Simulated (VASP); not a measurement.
SiSnGe2, 4 atoms in the cell. It takes space group P-4m2 (No. 115, tetragonal). Conventional cell: a = 3.922 Å, b = 3.922 Å, c = 5.606 Å, α = 90.00°, β = 90.00°, γ = 90.00°. Within 3.1 Å of Si (site symmetry -4m2) lie 4 Ge at 2.32 Å. Sn (site symmetry -4m2) has 4 Ge at 2.50 Å within 3.3 Å. Ge (site symmetry 2mm) has 2 Si at 2.32 Å and 2 Sn at 2.50 Å within 3.1 Å. 

```yaml
Program: VASP 6.6.1
Task: single point
Functional: PBE
Potentials_or_basis: VASP PAW PBE potentials, release 64 (Si, Sn_d, Ge_d)
Cutoff: 520 eV
k_mesh: 12 × 12 × 8
Occupations: fermi-dirac, width 0.15 eV
Spin: no spin polarisation
Dipole_correction: no
Further_INCAR_settings: ALGO = Normal; EDIFF = 1e-07; NBANDS = 31
```

Potentials or basis: VASP PAW PBE potentials, release 64 (Si, Sn_d, Ge_d).

The run is started by

```sh
$ cat potpaw_PBE.64/Si/POTCAR potpaw_PBE.64/Sn_d/POTCAR potpaw_PBE.64/Ge_d/POTCAR > POTCAR
$ mpirun -np 1 vasp_std > vasp.out
```

Hardware: 1 thread of Intel Xeon 6975P-C, with other jobs on the host.

**Question.** Estimate the wall time of this run.

**Answer.** It took 4.4 min on 1 thread of Intel Xeon 6975P-C, on a shared host, peak memory 0.44 GiB. Counts: scf iterations 14, k points 140.
